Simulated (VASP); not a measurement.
## Co: single point with LDA

Co:

```
Co
1.0
     3.91574    0.00000    0.00000
    -1.95787    3.39113    0.00000
     0.00000    0.00000    2.39719
Co
3
Direct
  0.00000 0.00000 0.00000
  0.33333 0.66667 0.50000
  0.66667 0.33333 0.50000
```

This cell differs from its parent crystal: volume scaled by 1.08.

* Program: VASP 6.6.1
* Task: single point
* Functional: LDA
* Potentials or basis: VASP PAW LDA potentials, release 64 (Co)
* Cutoff: 600 eV
* k mesh: 11 × 11 × 15
* Occupations: fermi-dirac, width 0.1 eV
* Spin: no spin polarisation
* Dipole correction: no
* Further INCAR settings: ALGO = Normal; EDIFF = 1e-06; NBANDS = 20

```
Pressure : -19.3 GPa
```

Stress tensor (GPa, compression positive):
```
-19.85   0.00   0.00
  0.00 -19.85   0.00
  0.00   0.00 -18.29
```

Levels at points of the mesh, in eV from the Fermi level:
```tsv
k point	band 12	band 13	band 14	band 15	band 16	band 17
(0.00, 0.00, 0.00)	-0.95	-0.92	-0.92	0.45	0.45	7.01
```

Run time: 56 s on 1 thread of Intel Xeon 6975P-C (shared host), peak memory 0.2 GiB.

Caveat: the run has no spin polarisation, though such a crystal can be magnetic. Spin polarisation is off, so any magnetic state and its effect on volume and gap are missing.
